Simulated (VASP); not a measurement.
The system is Ag.

```xyz
2
Lattice="2.8894 0.0000 0.0000 -1.4447 2.5023 0.0000 0.0000 0.0000 4.7184" Properties=species:S:1:pos:R:3 pbc="T T T"
Ag    0.0000    1.6682    1.1796
Ag    1.4447    0.8341    3.5388
```

This isn't the form of Ag at room conditions, which is fcc.

* Program: VASP 6.6.1
* Task: relaxation of cell and atoms
* Functional: BLYP
* Potentials or basis: VASP PAW PBE potentials, release 64 (Ag)
* Cutoff: 600 eV
* k mesh: 12 × 12 × 7
* Occupations: fermi-dirac, width 0.1 eV
* Spin: no spin polarisation

At the start: pressure 12.6 GPa; volume 17.06 Å³/atom.

Q: How do energy, volume and symmetry change on relaxing?

A: Over 8 steps the energy falls by 79.5 meV/atom and the volume is 19.36 Å³/atom (+13.5 %); space group P6_3/mmc (No. 194, to 0.1 Å) before and after.

The path:
```csv
step,energy change (eV),largest force (eV/Å),pressure (GPa),volume (Å³)
1,0.0000,0.0000,12.65,34.11
2,-0.1299,0.0000,-3.49,41.20
3,-0.1587,0.0000,0.04,38.72
4,-0.1587,0.0000,-0.12,38.81
5,-0.1589,0.0000,-0.12,38.81
6,-0.1590,0.0000,-0.12,38.81
7,-0.1590,0.0000,-0.11,38.81
8,-0.1591,0.0000,0.03,38.72
```

Final structure:
```cif
data_structure
_symmetry_space_group_name_H-M 'P 1'
_symmetry_Int_Tables_number 1
_cell_length_a 3.0244
_cell_length_b 3.0244
_cell_length_c 4.8874
_cell_angle_alpha 90.000
_cell_angle_beta 90.000
_cell_angle_gamma 120.000
_cell_volume 38.72
loop_
_atom_site_label
_atom_site_type_symbol
_atom_site_fract_x
_atom_site_fract_y
_atom_site_fract_z
_atom_site_occupancy
Ag1 Ag 0.33333 0.66667 0.25000 1
Ag2 Ag 0.66667 0.33333 0.75000 1
```

Caveat: the PAW data sets were made with another functional, which shifts forces and pressure a little.
